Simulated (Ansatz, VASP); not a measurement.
## B2Ru3 in VASP and in Ansatz

```
CELL_PARAMETERS angstrom
4.02668 0.00000 0.00000
0.00000 4.02668 0.00000
0.00000 0.00000 4.11140
ATOMIC_POSITIONS crystal
B 0.00000 0.50000 0.50000
B 0.50000 0.00000 0.50000
Ru 0.00000 0.50000 0.00000
Ru 0.50000 0.00000 0.00000
Ru 0.00000 0.00000 0.50000
```

Alike in both runs: task single point; functional PBE; k mesh 4 × 4 × 4; occupations gaussian, width 0.1 eV; collinear spin.

|  | VASP | Ansatz |
| --- | --- | --- |
| version | VASP 6.6.1 | Ansatz 0.2.0 |
| potentials or method | VASP PAW PBE potentials, release 64 (B, Ru_pv), cutoff 520 eV | scalar-relativistic, plane waves, PAW |
| valence electrons in the cell | 48 | 54 |

```tsv
	VASP	Ansatz	Ansatz less VASP
gap on the k mesh at the Fermi level (eV)	none	none	-
pressure (GPa)	0.3	0.3	+0.01
traceless stress, the component that is largest in VASP (GPa)	0.28	0.22	-0.054
net moment per atom (μB)	0.16	0.16	-0.001
size of the moment on the site where the two differ most (μB)	0.35	0.26	-0.091
```

Site moments also hang on the region over which each program counts them. A gap of «none» marks a metal or a gap that the smearing closes. VASP's potentials hold 48 valence electrons a cell and Ansatz's 54, so a difference there can come from the potentials and not from the codes.

The k mesh is coarse, so the values compare programs but aren't converged.
